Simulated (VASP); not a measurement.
# Al2Pt (Fm-3m) in VASP: notebook, part 2 of 3

VASP 6.6.1.

## 3. Relaxation of cell and atoms, PBEsol, target pressure 30 GPa, at which the enthalpy is minimised

INCAR reads:

```
SYSTEM = Al2Pt
PREC     = Accurate       ! precision mode
ENCUT    = 600            ! plane-wave cutoff, eV
EDIFF    = 1E-7           ! SCF threshold, eV
ISMEAR   = -1             ! smearing method
SIGMA    = 0.05           ! smearing width, eV
LREAL    = .False.        ! projectors in reciprocal space
LASPH    = .True.         ! aspherical terms in the spheres
NELM     = 60             ! most SCF steps
ALGO     = Normal         ! electronic algorithm
ISIF     = 3              ! what is computed and relaxed
LWAVE    = .False.        ! write WAVECAR
LCHARG   = .False.        ! write CHGCAR
GGA      = PS             ! functional
IBRION   = 2              ! ionic algorithm
NSW      = 80             ! ionic steps
EDIFFG   = -0.01          ! ionic threshold
PSTRESS  = 300.0
```

KPOINTS reads:

```
Automatic mesh
0
Gamma
  8 8 8
  0 0 0
```

POSCAR reads:

```
Al2Pt
1.0
    0.0000000000      2.9550000000      2.9550000000
    2.9550000000      0.0000000000      2.9550000000
    2.9550000000      2.9550000000      0.0000000000
Pt Al
1 2
Direct
    0.0000000000      0.0000000000      0.0000000000
    0.7500000000      0.7500000000      0.7500000000
    0.2500000000      0.2500000000      0.2500000000
```

Potentials or basis: VASP PAW PBE potentials, release 64 (Pt, Al).

Started as:

```bash
$ cat potpaw_PBE.64/Pt/POTCAR potpaw_PBE.64/Al/POTCAR > POTCAR
$ mpirun -np 1 vasp_std > vasp.out
```

OUTCAR:

```text
SYSTEM = Al2Pt
   PREC = Accurate
   ENCUT = 600
   EDIFF = 1E-7
   ISMEAR = -1
   LREAL = .False.
   LASPH = .True.
   NELM = 60
   ISIF = 3
   GGA = PS
   IBRION = 2
   NSW = 80
   EDIFFG = -0.01
   PSTRESS = 300.0

 ion  position               nearest neighbor table
   1  0.000  0.000  0.000-   2 2.56   2 2.56   2 2.56   2 2.56   3 2.56   3 2.56   3 2.56   3 2.56

   2  0.750  0.750  0.750-   1 2.56   1 2.56   1 2.56   1 2.56   3 2.96   3 2.96   3 2.96   3 2.96
                             3 2.96   3 2.96
   3  0.250  0.250  0.250-   1 2.56   1 2.56   1 2.56   1 2.56   2 2.96   2 2.96   2 2.96   2 2.96
                             2 2.96   2 2.96

  LATTYP: Found a face centered cubic cell.
 ALAT       =     5.9100000000

  Lattice vectors:

 A1 = (   0.0000000000,   2.9550000000,   2.9550000000)
 A2 = (   2.9550000000,   0.0000000000,   2.9550000000)
 A3 = (   2.9550000000,   2.9550000000,   0.0000000000)

Analysis of symmetry for initial positions (statically):
=====================================================================
 Subroutine PRICEL returns:
 Original cell was already a primitive cell.

 Routine SETGRP: Setting up the symmetry group for a
 face centered cubic supercell.

 Subroutine GETGRP returns: Found 48 space group operations
 (whereof 48 operations were pure point group operations)
 out of a pool of 48 trial point group operations.

The static configuration has the point symmetry O_h .

Analysis of symmetry for dynamics (positions and initial velocities):
=====================================================================
 Subroutine PRICEL returns:
 Original cell was already a primitive cell.

 Routine SETGRP: Setting up the symmetry group for a
 face centered cubic supercell.

 Subroutine GETGRP returns: Found 48 space group operations
 (whereof 48 operations were pure point group operations)
 out of a pool of 48 trial point group operations.

The dynamic configuration has the point symmetry O_h .

 Subroutine INISYM returns: Found 48 space group operations
 (whereof 48 operations are pure point group operations),
 and found     1 'primitive' translations

----------------------------------------------------------------------------------------

                                     Primitive cell

  volume of cell :      51.6063

  direct lattice vectors                    reciprocal lattice vectors
     0.000000000  2.955000000  2.955000000    -0.169204738  0.169204738  0.169204738
     2.955000000  0.000000000  2.955000000     0.169204738 -0.169204738  0.169204738
     2.955000000  2.955000000  0.000000000     0.169204738  0.169204738 -0.169204738

  length of vectors
     4.179001077  4.179001077  4.179001077     0.293071203  0.293071203  0.293071203

  position of ions in fractional coordinates (direct lattice)
     0.000000000  0.000000000  0.000000000
     0.750000000  0.750000000  0.750000000
     0.250000000  0.250000000  0.250000000

  ion indices of the primitive-cell ions
   primitive index   ion index
                 1           1
                 2           2
                 3           3

----------------------------------------------------------------------------------------

 KPOINTS: Automatic mesh

Automatic generation of k-mesh.
 Grid dimensions read from file:
 generate k-points for:    8    8    8

 Generating k-lattice:

[... 44 lines left out ...]
   number of dos      NEDOS =    301   number of ions     NIONS =      3
   total plane-waves  NPLWV =  46656
   dimension x,y,z NGX =    36 NGY =   36 NGZ =   36
   dimension x,y,z NGXF=    72 NGYF=   72 NGZF=   72
   ions per type =               1   2
   NGX,Y,Z   is equivalent  to a cutoff of  14.32, 14.32, 14.32 a.u.
   NGXF,Y,Z  is equivalent  to a cutoff of  28.64, 28.64, 28.64 a.u.
 SYSTEM =  Al2Pt
   PREC   = accura    normal or accurate (medium, high low for compatibility)
   ISTART =      0    job   : 0-new  1-cont  2-samecut
   ICHARG =      2    charge: 1-file 2-atom 10-const
   ISPIN  =      1    spin polarized calculation?
   LNONCOLLINEAR =      F non collinear calculations
   LSORBIT =      F    spin-orbit coupling
   LASPH  =      T    aspherical Exc in radial PAW
   ENCUT  =  600.0 eV  44.10 Ry    6.64 a.u.   8.35  8.35  8.35*2*pi/ulx,y,z
   NELM   =     60;   NELMIN=  2; NELMDL= -5     # of ELM steps
   EDIFF  = 0.1E-06   stopping-criterion for ELM
   LREAL  =      F    real-space projection
   EDIFFG = -.1E-01   stopping-criterion for IOM
   NSW    =     80    number of steps for IOM
   IBRION =      2    ionic relax: 0-MD 1-quasi-New 2-CG
   NFREE  =      1    steps in history (QN), initial steepest desc. (CG)
   ISIF   =      3    stress and relaxation
   ISYM   =      2    0-nonsym 1-usesym 2-fastsym
   POTIM  = 0.5000    time-step for ionic-motion
   TEBEG  =    0.0;   TEEND  =   0.0 temperature during run
   PSTRESS=  300.0 pullay stress
   NELECT =      16.0000    total number of electrons
   NUPDOWN=      -1.0000    fix difference up-down
   EMIN   =  10.00;   EMAX   =-10.00  energy-range for DOS
   EFERMI =   0.00;   METHOD = LEGACY
   ISMEAR =    -1;   SIGMA  =   0.05  broadening in eV -4-tet -1-fermi 0-gaus
   EFERMI_NEDOS =   21; number of points for ismear=-14 and -15
   IALGO  =     38    algorithm
   IMIX   =      4    mixing-type and parameters
     AMIX     =   0.40;   BMIX     =  1.00
     AMIX_MAG =   1.60;   BMIX_MAG =  1.00
  volume/ion in A,a.u.               =      17.20       116.09
  Fermi-wavevector in a.u.,A,eV,Ry     =   1.108019  2.093853 16.703966  1.227707
  Thomas-Fermi vector in A             =   2.244541
   LORBIT       =      0    0 simple, 1 ext, 2 COOP (PROOUT), +10 PAW based schemes
   GGA     = PS    functional components
   LHFCALC =     F    Hartree Fock is set to
   AEXX    =    0.0000 exact exchange contribution
   IVDW    =     0    specifies the selected vdW correction
   LEPSILON=     F    determine dielectric tensor
   LRPA    =     F    only Hartree local field effects (RPA)
 conjugate gradient relaxation of ions
 non-spin polarized calculation
  energy-cutoff  :      600.00
  volume of cell :       51.61
 maximum number of plane-waves:      1759
 NGX is ok and might be reduce to    36
   NGX = 17   NGY = 17   NGZ = 17

--------------------------------------- Ionic step        1  -------------------------------------------

 number of electron      16.0000000 magnetization

 Free energy of the ion-electron system (eV)
  ---------------------------------------------------
  ext. energy  EPLUGINS =         0.00000000
  ---------------------------------------------------
  free energy    TOTEN  =       -17.75502902 eV

  energy without entropy =      -17.74260786  energy(sigma->0) =      -17.74881844

------------------------ aborting loop because EDIFF is reached ----------------------------------------

  FORCE on cell =-STRESS in cart. coord.  units (eV):
  Direction    XX          YY          ZZ          XY          YZ          ZX
  --------------------------------------------------------------------------------------
  -------------------------------------------------------------------------------------
  Total       -0.3087565     -0.3087565     -0.3087565      0.0000000      0.0000000     -0.0000000
  in kB       -9.5857075     -9.5857075     -9.5857075      0.0000000      0.0000000     -0.0000000
  external PRESSURE =    -309.5857075 kB  Pullay stress =     300.0000000 kB
[... 26 lines left out ...]
--------------------------------------- Ionic step        2  -------------------------------------------

 number of electron      16.0000000 magnetization

 E-fermi :  16.0638     XC(G=0): -13.3257

 val. band max:       16.0264600155   @ k =  -0.3750   0.1250   0.0000
 cond. band min:      16.1130421016   @ k =  -0.3750   0.2500   0.1250
 fundamental gap:      0.0865820861
 Fermi energy:        16.0638349434

 k-point     1 :       0.0000    0.0000    0.0000
  band No.  band energies     occupation
      1       1.1732      2.00000
      2       7.2153      2.00000
      3       7.2153      2.00000
      4       7.2153      2.00000
      5       9.0704      2.00000
      6       9.0704      2.00000
      7      19.6478      0.00000
      8      19.6478      0.00000
      9      19.6478      0.00000
     10      23.4799      0.00000
     11      24.8666      0.00000
     12      24.8666      0.00000
[... 461 lines left out ...]
--------------------------------------- Ionic step        5  -------------------------------------------

 number of electron      16.0000000 magnetization

 Free energy of the ion-electron system (eV)
  ---------------------------------------------------
  ext. energy  EPLUGINS =         0.00000000
  ---------------------------------------------------
  free energy    TOTEN  =       -17.15936618 eV

  energy without entropy =      -17.14835965  energy(sigma->0) =      -17.15386291

 E-fermi :   9.8454     XC(G=0): -11.5353

 val. band max:        9.8170803273   @ k =   0.3750   0.2500   0.0000
 cond. band min:       9.8704778245   @ k =  -0.3750   0.1250   0.0000
 fundamental gap:      0.0533974973
 Fermi energy:         9.8453624206

 k-point     1 :       0.0000    0.0000    0.0000
  band No.  band energies     occupation
      1      -1.6013      2.00000
      2       3.8666      2.00000
      3       3.8666      2.00000
      4       3.8666      2.00000
      5       5.4032      2.00000
      6       5.4032      2.00000
      7      13.7347      0.00000
      8      13.7347      0.00000
      9      13.7347      0.00000
     10      14.1113      0.00000
     11      16.2473      0.00000
     12      16.2558      0.00000
[... 379 lines left out ...]
  energy  without entropy=      -17.1483596471  energy(sigma->0) =      -17.15386291

  enthalpy is  TOTEN    =        -8.9321823473 eV   P V=        8.2271838294

 reached required accuracy - stopping structural energy minimisation
```

It took 2.3 min on 1 thread of Intel Xeon 8259CL, shared host; peak memory 0.23 GiB.

What came out:

```yaml
Free_energy: -17.1594 eV
Relaxed_volume: 14.65 Å³/atom
Relaxed_cell: a = 3.961 Å, b = 3.961 Å, c = 3.961 Å, α = 60.00°, β = 60.00°, γ = 60.00°
Space_group_after_relaxing_to_0.05_Å: Fm-3m (No. 225)
Energy_change_on_relaxing_the_enthalpy_is_what_falls: +198.6 meV/atom
Ionic_steps: 5
Pressure_after_relaxing: 30.0 GPa
Band_gap_on_the_k_mesh: zero (band 8 reaches 13.73 eV, above the bottom of band 9 at 7.92 eV)
```

The path:
```
step  energy change (eV)  largest force (eV/Å)  pressure (GPa)  volume (Å³)
   1              0.0000                0.0000           -0.96        51.61
   2              8.9082                0.0000          215.41        30.55
   3              0.4354                0.0000           24.72        44.88
   4              0.5424                0.0000           28.31        44.23
   5              0.5957                0.0000           30.01        43.94
```

Final structure:
```
Pt Al
1.0
     0.00000    2.80072    2.80072
     2.80072    0.00000    2.80072
     2.80072    2.80072    0.00000
Pt Al
1 2
Direct
  0.00000 0.00000 0.00000
  0.75000 0.75000 0.75000
  0.25000 0.25000 0.25000
```

Levels at points of the mesh, in eV from the Fermi level:
```csv
k point,band 5,band 6,band 7,band 8,band 9,band 10,band 11,band 12
"(0.00, 0.00, 0.00)",-4.44,-4.44,3.89,3.89,3.89,4.27,6.40,6.41
"(0.50, 0.00, 0.00)",-4.27,-4.13,-4.13,1.03,1.03,4.01,5.88,5.88
"(0.50, 0.50, 0.00)",-4.45,-3.96,-3.77,-1.93,-1.93,3.57,4.36,8.11
```

Caveat: the cell is relaxed towards a set pressure, so the enthalpy falls and the energy may rise; the PAW data sets were made with another functional, which shifts forces and pressure a little; spin-orbit coupling is left out, which moves the levels of the heavy elements.

[end of part 2 of 3]
